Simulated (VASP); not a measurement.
# Na (P6_3/mmc) in VASP: notebook, part 2 of 2

VASP 6.6.1.

## 3. Electric field gradients, PBEsol (38.19 Å³/atom)

Input file INCAR:

```
  PREC = Accurate
  ENCUT = 520
  EDIFF = 1E-8
  ISMEAR = -1
  SIGMA = 0.05
  LREAL = F
  LASPH = T
  NELM = 100
  ALGO = Normal
  ISIF = 2
  LWAVE = F
  LCHARG = F
  GGA = PS
  LEFG = T
  NBANDS = 14
```

Input file KPOINTS:

```
Automatic mesh
0
Gamma
  13 13 7
```

Input file POSCAR:

```
Na
1.0
    3.7795160430      0.0000000000      0.0000000000
   -1.8897580215      3.2731569073      0.0000000000
    0.0000000000      0.0000000000      6.1744453329
Na
2
Direct
    0.3333333333      0.6666666667      0.2500000000
    0.6666666667      0.3333333333      0.7500000000
```

Potentials or basis: VASP PAW PBE potentials, release 64 (Na_pv).

Command:

```sh
> cat potpaw_PBE.64/Na_pv/POTCAR > POTCAR
> mpirun -np 1 vasp_std > vasp.out
```

OUTCAR:

```text
PREC = Accurate
   ENCUT = 520
   EDIFF = 1E-8
   ISMEAR = -1
   LREAL = F
   LASPH = T
   NELM = 100
   ISIF = 2
   GGA = PS

 ion  position               nearest neighbor table
   1  0.333  0.667  0.250-
   2  0.667  0.333  0.750-

  LATTYP: Found a hexagonal cell.
 ALAT       =     3.7795160430
 C/A-ratio  =     1.6336603054

  Lattice vectors:

 A1 = (   3.7795160430,   0.0000000000,   0.0000000000)
 A2 = (  -1.8897580215,   3.2731569073,   0.0000000000)
 A3 = (   0.0000000000,   0.0000000000,   6.1744453329)

[... 619 lines left out ...]
  ---------------------------------------------------
  free  energy   TOTEN  =        -2.7981868781 eV

  energy  without entropy=       -2.7902499209  energy(sigma->0) =       -2.79421840

 Electric field gradients (V/A^2)
---------------------------------------------------------------------
 ion       V_xx      V_yy      V_zz      V_xy      V_xz      V_yz
---------------------------------------------------------------------
   1       0.124     0.126    -0.251     0.002     0.000    -0.000
   2       0.124     0.126    -0.251     0.002    -0.000     0.000
---------------------------------------------------------------------

 Electric field gradients after diagonalization (V/A^2)
 (convention: |V_zz| > |V_xx| > |V_yy|)
----------------------------------------------------------------------
 ion       V_xx      V_yy      V_zz     asymmetry (V_yy - V_xx)/ V_zz
----------------------------------------------------------------------
   1       0.127     0.123    -0.251       0.015
   2       0.127     0.123    -0.251       0.015
----------------------------------------------------------------------

           NMR quadrupolar parameters

 Cq : quadrupolar parameter    Cq=e*Q*V_zz/h
 eta: asymmetry parameters     (V_yy - V_xx)/ V_zz
 Q  : nuclear electric quadrupole moment in mb (millibarn)
----------------------------------------------------------------------
 ion       Cq(MHz)       eta       Q (mb)
----------------------------------------------------------------------
   1      -0.001       0.015       1.000
   2      -0.001       0.015       1.000
----------------------------------------------------------------------
```

Run time: 53 s. Hardware: 1 thread of Intel Xeon Platinum 8259CL at 2.50GHz (Skylake/Cascade Lake), shared host; peak memory 0.21 GiB.

Results:

* Free energy: -2.7982 eV
* Pressure: -0.3 GPa
* Band gap on the k mesh: zero (bands 7 and 8 overlap by 3.31 eV)
* Largest electric field gradient by atom: Na -0.25 V/Å²

Stress tensor (GPa, compression positive):
```
-0.39  0.00  0.00
 0.00 -0.39  0.00
 0.00  0.00 -0.27
```

Levels at points of the mesh, in eV from the Fermi level:
```
           k point  band 5  band 6  band 7  band 8  band 9  band 10
(0.00, 0.00, 0.00)  -24.80  -24.80   -3.21    0.55    0.94     9.82
```

Caveat: without QUAD_EFG the Cq values of the log hold for a quadrupole moment of 1 mb, not for the nuclei; the PAW data sets were made with another functional, which shifts forces and pressure a little.

## 4. Electric field gradients, PBEsol (38.57 Å³/atom)

This run uses another cell than the first one, of 38.57 Å³/atom.

Input file INCAR:

```
SYSTEM = Na
PREC = Accurate ; ENCUT = 520
EDIFF = 1E-8 ; ISMEAR = -1
SIGMA = 0.05 ; LREAL = .FALSE.
LASPH = .TRUE. ; NELM = 100
ALGO = Normal ; ISIF = 2
LWAVE = .FALSE. ; LCHARG = .FALSE.
GGA = PS ; LEFG = .TRUE.
NBANDS = 14
```

Input file KPOINTS:

```
regular mesh
0
G
  13 13 7
  0 0 0
```

Input file POSCAR:

```
Na
1.0
    3.7919487511      0.0000000000      0.0000000000
   -1.8959743756      3.2839239483      0.0000000000
    0.0000000000      0.0000000000      6.1947561546
Na
2
Direct
    0.3333333333      0.6666666667      0.2500000000
    0.6666666667      0.3333333333      0.7500000000
```

Potentials or basis: VASP PAW PBE potentials, release 64 (Na_pv).

Command:

```sh
> cat potpaw_PBE.64/Na_pv/POTCAR > POTCAR
> mpirun -np 1 vasp_std > vasp.out
```

OUTCAR:

```text
SYSTEM = Na
   PREC = Accurate
   ENCUT = 520
   EDIFF = 1E-8
   ISMEAR = -1
   LREAL = .FALSE.
   LASPH = .TRUE.
   NELM = 100
   ISIF = 2
   GGA = PS

 ion  position               nearest neighbor table
   1  0.333  0.667  0.250-
   2  0.667  0.333  0.750-

  LATTYP: Found a hexagonal cell.
 ALAT       =     3.7919487511
 C/A-ratio  =     1.6336603054

  Lattice vectors:

 A1 = (   3.7919487511,   0.0000000000,   0.0000000000)
[... 620 lines left out ...]

  FREE ENERGIE OF THE ION-ELECTRON SYSTEM (eV)
  ---------------------------------------------------
  free  energy   TOTEN  =        -2.7964202704 eV

  energy  without entropy=       -2.7884281614  energy(sigma->0) =       -2.79242422

 Electric field gradients (V/A^2)
---------------------------------------------------------------------
 ion       V_xx      V_yy      V_zz      V_xy      V_xz      V_yz
---------------------------------------------------------------------
   1       0.123     0.124    -0.247     0.001     0.000    -0.000
   2       0.123     0.124    -0.247     0.001    -0.000     0.000
---------------------------------------------------------------------

 Electric field gradients after diagonalization (V/A^2)
 (convention: |V_zz| > |V_xx| > |V_yy|)
----------------------------------------------------------------------
 ion       V_xx      V_yy      V_zz     asymmetry (V_yy - V_xx)/ V_zz
----------------------------------------------------------------------
   1       0.125     0.122    -0.247       0.011
   2       0.125     0.122    -0.247       0.011
----------------------------------------------------------------------

           NMR quadrupolar parameters

 Cq : quadrupolar parameter    Cq=e*Q*V_zz/h
 eta: asymmetry parameters     (V_yy - V_xx)/ V_zz
 Q  : nuclear electric quadrupole moment in mb (millibarn)
----------------------------------------------------------------------
 ion       Cq(MHz)       eta       Q (mb)
----------------------------------------------------------------------
   1      -0.001       0.011       1.000
   2      -0.001       0.011       1.000
----------------------------------------------------------------------
```

Run time: 59 s. Hardware: 1 thread of Intel Xeon Platinum 8259CL at 2.50GHz (Skylake/Cascade Lake), shared host; peak memory 0.21 GiB.

What came out:

```
Free energy                             : -2.7964 eV
Pressure                                : -0.4 GPa
Band gap on the k mesh                  : zero (bands 7 and 8 overlap by 3.29 eV)
Largest electric field gradient by atom : Na -0.25 V/Å²
```

Caveat: without QUAD_EFG the Cq values of the log hold for a quadrupole moment of 1 mb, not for the nuclei; the PAW data sets were made with another functional, which shifts forces and pressure a little.
